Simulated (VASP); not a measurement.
# Sb (R-3m) in VASP: a series of runs

Sb is run at these levels: r2SCAN; tasks: single point, relaxation of shape and atoms at fixed volume.

Program: VASP 6.6.1. These are calculated values, not measurements. Logs are shortened: lines on timing, memory, paths and dates and some standing lists are left out, and cuts for length are marked.

**1. The cell of the first run**

The structure is trigonal, space group R-3m (No. 166). Conventional cell: a = 4.313 Å, b = 4.313 Å, c = 11.250 Å, α = 90.00°, β = 90.00°, γ = 120.00°. Within 3.8 Å of Sb (site symmetry 3m) lie 6 Sb at 2.91 to 3.35 Å.

**2. Single point, r2SCAN, non-collinear spin, zero start, spin-orbit coupling**

POSCAR

```
Sb
1.0
    2.1564921131      1.2450513020      3.7499488168
   -2.1564921131      1.2450513020      3.7499488168
    0.0000000000     -2.4901026040      3.7499488168
Sb
2
Direct
    0.2336185135      0.2336185135      0.2336185135
    0.7663814865      0.7663814865      0.7663814865
```

INCAR.step1

```
SYSTEM = Sb
PREC = Accurate ; ENCUT = 550
ISMEAR = 0 ; SIGMA = 0.05
LREAL = .FALSE. ; LASPH = .TRUE.
NELM = 200 ; MAGMOM = 0 0 0 0 0 0
LSORBIT = .TRUE. ; GGA_COMPAT = .FALSE.
NBANDS = 42 ; GGA = PE
ALGO = Normal ; EDIFF = 1E-5
LWAVE = .TRUE. ; LCHARG = .FALSE.
```

INCAR.step2

```
SYSTEM = Sb
PREC = Accurate ; ENCUT = 550
EDIFF = 1E-6 ; ISMEAR = 0
SIGMA = 0.05 ; LREAL = .FALSE.
LASPH = .TRUE. ; NELM = 200
ALGO = Normal ; ISIF = 2
LWAVE = .FALSE. ; LCHARG = .FALSE.
MAGMOM = 0 0 0 0 0 0 ; LORBIT = 11
LSORBIT = .TRUE. ; GGA_COMPAT = .FALSE.
LORBMOM = .TRUE. ; METAGGA = R2SCAN
LMIXTAU = .TRUE. ; NBANDS = 42
ISTART = 1
```

KPOINTS

```
regular mesh
0
G
  6 6 6
  0 0 0
```

Potentials or basis: VASP PAW PBE potentials, release 64 (Sb_d_GW).

On the command line:

```
$ cat potpaw_PBE.64/Sb_d_GW/POTCAR > POTCAR
$ cp INCAR.step1 INCAR
$ mpirun -np 1 vasp_ncl > vasp.out
$ cp INCAR.step2 INCAR
$ mpirun -np 1 vasp_ncl > vasp.out
```

OUTCAR:

```text
SYSTEM = Sb
   PREC = Accurate
   ENCUT = 550
   EDIFF = 1E-6
   ISMEAR = 0
   LREAL = .FALSE.
   LASPH = .TRUE.
   NELM = 200
   ISIF = 2
   LORBIT = 11
   LSORBIT = .TRUE.
   METAGGA = R2SCAN
   ISTART = 1

 ion  position               nearest neighbor table
   1  0.234  0.234  0.234-   2 2.91   2 2.91   2 2.91   2 3.35   2 3.35   2 3.35
   2  0.766  0.766  0.766-   1 2.91   1 2.91   1 2.91   1 3.35   1 3.35   1 3.35

  LATTYP: Found a trigonal (rhomboedric) cell.
 ALAT       =     4.5014139009
 COS(alpha) =     0.5409839742

  Lattice vectors:

 A1 = (   2.1564921131,   1.2450513020,   3.7499488168)
 A2 = (  -2.1564921131,   1.2450513020,   3.7499488168)
 A3 = (   0.0000000000,  -2.4901026040,   3.7499488168)

Analysis of symmetry for initial positions (statically):
=====================================================================
 Subroutine PRICEL returns:
 Original cell was already a primitive cell.

 Routine SETGRP: Setting up the symmetry group for a
 trigonal (rhombohedral) supercell.

 Subroutine GETGRP returns: Found 12 space group operations
 (whereof 12 operations were pure point group operations)
 out of a pool of 12 trial point group operations.

The static configuration has the point symmetry D_3d.

Analysis of symmetry for dynamics (positions and initial velocities):
=====================================================================
 Subroutine PRICEL returns:
 Original cell was already a primitive cell.

 Routine SETGRP: Setting up the symmetry group for a
 trigonal (rhombohedral) supercell.

 Subroutine GETGRP returns: Found 12 space group operations
 (whereof 12 operations were pure point group operations)
 out of a pool of 12 trial point group operations.

The dynamic configuration has the point symmetry D_3d.

Analysis of structural, dynamic, and magnetic symmetry:
=====================================================================
 Subroutine PRICEL returns:
 Original cell was already a primitive cell.

 Routine SETGRP: Setting up the symmetry group for a
 trigonal (rhombohedral) supercell.

 Subroutine GETGRP returns: Found 12 space group operations
[... 1265 lines left out ...]
 -----------------------------------------------------------------------------------
    total drift:                               -0.000000     -0.000000      0.000000

  FREE ENERGIE OF THE ION-ELECTRON SYSTEM (eV)
  ---------------------------------------------------
  free  energy   TOTEN  =       -51.6846736657 eV

  energy  without entropy=      -51.6839588278  energy(sigma->0) =      -51.68431625

 orbital moment (x)

 # of ion     p       d       f       tot
 ------------------------------------------------
  1        -0.000  -0.000  -0.000  -0.000
  2        -0.000  -0.000  -0.000  -0.000
 ------------------------------------------------
           -0.000  -0.000  -0.000  -0.000

 orbital moment (y)

 # of ion     p       d       f       tot
 ------------------------------------------------
  1         0.000  -0.000  -0.000  -0.000
  2         0.000   0.000   0.000   0.000
 ------------------------------------------------
            0.000   0.000  -0.000  -0.000

 orbital moment (z)

 # of ion     p       d       f       tot
 ------------------------------------------------
  1         0.000   0.000   0.000   0.000
  2         0.000   0.000   0.000   0.000
 ------------------------------------------------
            0.000   0.000   0.000   0.000

 Spin-Orbit-Coupling matrix elements

 Ion:    1  E_soc:     -0.2308482
 l=   1
     0.0000000    -0.0249466    -0.0247272
    -0.0249466     0.0000000    -0.0249466
    -0.0247272    -0.0249466     0.0000000
 l=   2
     0.0000000    -0.0027160     0.0000000    -0.0027160    -0.0108836
    -0.0027160     0.0000000    -0.0081742    -0.0027079    -0.0027160
     0.0000000    -0.0081742     0.0000000    -0.0081742     0.0000000
    -0.0027160    -0.0027079    -0.0081742     0.0000000    -0.0027160
    -0.0108836    -0.0027160     0.0000000    -0.0027160     0.0000000
 l=   3
     0.0000000     0.0000000     0.0000000     0.0000000     0.0000000     0.0000000     0.0000000
     0.0000000     0.0000000     0.0000000     0.0000000     0.0000000     0.0000000     0.0000000
     0.0000000     0.0000000     0.0000000     0.0000000    -0.0000000     0.0000000     0.0000000
     0.0000000     0.0000000     0.0000000     0.0000000     0.0000000     0.0000000     0.0000000
     0.0000000     0.0000000    -0.0000000     0.0000000     0.0000000     0.0000000     0.0000000
     0.0000000     0.0000000     0.0000000     0.0000000     0.0000000     0.0000000     0.0000000
     0.0000000     0.0000000     0.0000000     0.0000000     0.0000000     0.0000000     0.0000000

 Ion:    2  E_soc:     -0.2308482
 l=   1
     0.0000000    -0.0249466    -0.0247272
    -0.0249466     0.0000000    -0.0249466
    -0.0247272    -0.0249466     0.0000000
 l=   2
     0.0000000    -0.0027160     0.0000000    -0.0027160    -0.0108836
    -0.0027160     0.0000000    -0.0081742    -0.0027079    -0.0027160
     0.0000000    -0.0081742     0.0000000    -0.0081742     0.0000000
    -0.0027160    -0.0027079    -0.0081742     0.0000000    -0.0027160
    -0.0108836    -0.0027160     0.0000000    -0.0027160     0.0000000
 l=   3
     0.0000000     0.0000000     0.0000000     0.0000000     0.0000000     0.0000000     0.0000000
     0.0000000     0.0000000     0.0000000     0.0000000     0.0000000     0.0000000     0.0000000
     0.0000000     0.0000000     0.0000000     0.0000000    -0.0000000     0.0000000     0.0000000
     0.0000000     0.0000000     0.0000000     0.0000000     0.0000000     0.0000000     0.0000000
     0.0000000     0.0000000    -0.0000000     0.0000000     0.0000000     0.0000000     0.0000000
     0.0000000     0.0000000     0.0000000     0.0000000     0.0000000     0.0000000     0.0000000
     0.0000000     0.0000000     0.0000000     0.0000000     0.0000000     0.0000000     0.0000000

 total charge

# of ion       s       p       d       f       tot
--------------------------------------------------
    1        1.143   1.392  10.001   0.009  12.545
    2        1.143   1.392  10.001   0.009  12.545
--------------------------------------------------
tot          2.286   2.783  20.003   0.018  25.090

 magnetization (x)

# of ion       s       p       d       f       tot
--------------------------------------------------
    1        0.000   0.000  -0.000  -0.000   0.000
    2        0.000   0.000  -0.000  -0.000   0.000
--------------------------------------------------
tot          0.000   0.000  -0.000  -0.000   0.000

 magnetization (y)

# of ion       s       p       d       f       tot
--------------------------------------------------
    1        0.000   0.000   0.000   0.000   0.000
    2        0.000   0.000   0.000   0.000   0.000
--------------------------------------------------
tot          0.000   0.000   0.000   0.000   0.000

 magnetization (z)

# of ion       s       p       d       f       tot
--------------------------------------------------
    1        0.000   0.000   0.000   0.000   0.000
    2        0.000   0.000   0.000   0.000   0.000
--------------------------------------------------
tot          0.000   0.000   0.000   0.000   0.000
```

OSZICAR.step1:

```text
N       E                     dE             d eps       ncg     rms          rms(c)
DAV:   1     0.324859952515E+03    0.32486E+03   -0.83847E+03  4010   0.141E+04
DAV:   2     0.115095301123E+03   -0.20976E+03   -0.19655E+03  4482   0.212E+03
DAV:   3     0.943611528989E+01   -0.10566E+03   -0.10379E+03  5294   0.473E+02
DAV:   4    -0.632224192558E+01   -0.15758E+02   -0.15618E+02  5290   0.197E+02
DAV:   5    -0.835020722279E+01   -0.20280E+01   -0.20229E+01  5340   0.115E+02    0.320E+00
DAV:   6    -0.852548687775E+01   -0.17528E+00   -0.17918E+00  5264   0.437E+01    0.244E+00
DAV:   7    -0.854050808818E+01   -0.15021E-01   -0.16097E-01  5296   0.136E+01    0.500E-01
DAV:   8    -0.854198724739E+01   -0.14792E-02   -0.11358E-02  5176   0.401E+00    0.195E-01
DAV:   9    -0.854213403633E+01   -0.14679E-03   -0.10026E-03  5144   0.110E+00    0.116E-01
DAV:  10    -0.854219407805E+01   -0.60042E-04   -0.16810E-04  5048   0.387E-01    0.991E-03
DAV:  11    -0.854219293207E+01    0.11460E-05   -0.41040E-06  2432   0.121E-01
   1 F= -.85421929E+01 E0= -.85417919E+01  d E =-.801968E-03  mag=     0.0000     0.0000     0.0000
```

Run time: 10 min. Hardware: 1 thread of Intel Xeon 6975P-C (Granite Rapids), shared host; peak memory 0.52 GiB.

What came out:

* Free energy: -51.6847 eV
* Pressure: 1.7 GPa
* Largest force: 0.094 eV/Å
* Net moment: 0.00 μB per cell
* Valence electrons inside the program's atomic spheres: Sb 12.54

Forces on the atoms (eV/Å):
```
Sb   0.000  0.000 -0.094
Sb   0.000  0.000  0.094
```

Moments on the atoms (μB; x, y, z):
```
Sb  0.00 0.00 0.00
Sb  0.00 0.00 0.00
```

Caveat: the PAW data sets were made with another functional, which shifts forces and pressure a little.

**3. Relaxation of shape and atoms at fixed volume, r2SCAN**

This run uses another cell than the first one, of the same volume but with other edges.

POSCAR

```
Sb
1.0
    2.1107702111      1.2186537496      3.9141654171
   -2.1107702111      1.2186537496      3.9141654171
    0.0000000000     -2.4373074991      3.9141654171
Sb
2
Direct
    0.2275400000      0.2275400000      0.2275400000
    0.7724600000      0.7724600000      0.7724600000
```

INCAR.step1

```
PREC     = Accurate       # precision mode
ENCUT    = 550            # plane-wave cutoff, eV
ISMEAR   = 0              # smearing method
SIGMA    = 0.05           # smearing width, eV
LREAL    = False          # projectors in reciprocal space
LASPH    = True           # aspherical terms in the spheres
NELM     = 120            # most SCF steps
GGA      = PE             # functional
ALGO     = Normal         # electronic algorithm
EDIFF    = 1E-5           # SCF threshold, eV
LWAVE    = True           # write WAVECAR
LCHARG   = False          # write CHGCAR
GGA_COMPAT= False        
IBRION   = 2              # ionic algorithm
ISIF     = 3              # what is computed and relaxed
EDIFFG   = -0.005         # ionic threshold
NELMIN   = 4            
NSW      = 100            # ionic steps
```

INCAR.step2

```
PREC     = Accurate       # precision mode
ENCUT    = 550            # plane-wave cutoff, eV
EDIFF    = 1E-7           # SCF threshold, eV
ISMEAR   = 0              # smearing method
SIGMA    = 0.05           # smearing width, eV
LREAL    = False          # projectors in reciprocal space
LASPH    = True           # aspherical terms in the spheres
NELM     = 120            # most SCF steps
ALGO     = Normal         # electronic algorithm
ISIF     = 4              # what is computed and relaxed
LWAVE    = False          # write WAVECAR
LCHARG   = False          # write CHGCAR
METAGGA  = R2SCAN         # meta-GGA
LMIXTAU  = True         
IBRION   = 2              # ionic algorithm
NSW      = 60             # ionic steps
EDIFFG   = -0.02          # ionic threshold
ISTART   = 1            
GGA_COMPAT= False        
NELMIN   = 4
```

KPOINTS

```
Automatic mesh
0
Gamma
  10 10 10
```

Potentials or basis: VASP PAW PBE potentials, release 64 (Sb_d_GW).

On the command line:

```
$ cat potpaw_PBE.64/Sb_d_GW/POTCAR > POTCAR
$ cp INCAR.step1 INCAR
$ mpirun -np 1 vasp_std > vasp.out
$ cp INCAR.step2 INCAR
$ mpirun -np 1 vasp_std > vasp.out
```

Wall time 49 min (1 thread of Intel Xeon 6975P-C (Granite Rapids), shared host); peak memory 0.34 GiB.

Results (log left out):

- Free energy: -51.4478 eV
- Energy gained by relaxing: 34.1 meV/atom
- Ionic steps: 7
- Pressure after relaxing: 1.6 GPa
- Largest force after relaxing: 0.009 eV/Å
- Band gap on the k mesh: zero (bands 15 and 16 overlap by 0.09 eV)

Forces on the atoms (eV/Å):
```
Sb   0.000  0.000  0.009
Sb   0.000  0.000 -0.009
```

Step by step:
```csv
step,energy change (eV),largest force (eV/Å),pressure (GPa),volume (Å³)
1,0.0000,0.8241,4.71,60.41
2,-0.0492,0.2956,3.04,60.41
3,-0.0602,0.1286,1.70,60.41
4,-0.0605,0.0719,1.88,60.41
5,-0.0658,0.0409,1.75,60.41
6,-0.0672,0.0345,1.49,60.41
7,-0.0683,0.0093,1.59,60.41
```

Final structure:
```cif
data_structure
_symmetry_space_group_name_H-M 'P 1'
_symmetry_Int_Tables_number 1
_cell_length_a 4.5002
_cell_length_b 4.5002
_cell_length_c 4.5002
_cell_angle_alpha 57.282
_cell_angle_beta 57.282
_cell_angle_gamma 57.282
_cell_volume 60.41
loop_
_atom_site_label
_atom_site_type_symbol
_atom_site_fract_x
_atom_site_fract_y
_atom_site_fract_z
_atom_site_occupancy
Sb1 Sb 0.23370 0.23370 0.23370 1
Sb2 Sb 0.76630 0.76630 0.76630 1
```

Levels at points of the mesh, in eV from the Fermi level:
```csv
k point,band 11,band 12,band 13,band 14,band 15,band 16,band 17,band 18,band 19
"(0.00, 0.00, 0.00)",-13.37,-4.84,-2.29,-2.05,-2.05,2.16,2.77,2.77,5.42
"(0.50, 0.00, 0.00)",-10.87,-10.12,-2.16,-2.01,-0.41,-0.09,0.31,0.43,8.17
"(0.50, 0.50, 0.00)",-10.86,-8.33,-5.76,-4.05,-3.98,1.70,5.15,5.80,7.32
"(0.50, 0.50, 0.50)",-11.72,-9.44,-1.51,-1.51,-0.35,0.02,0.02,1.20,7.55
```

Caveat: the PAW data sets were made with another functional, which shifts forces and pressure a little; spin-orbit coupling is left out, which moves the levels of the heavy elements.
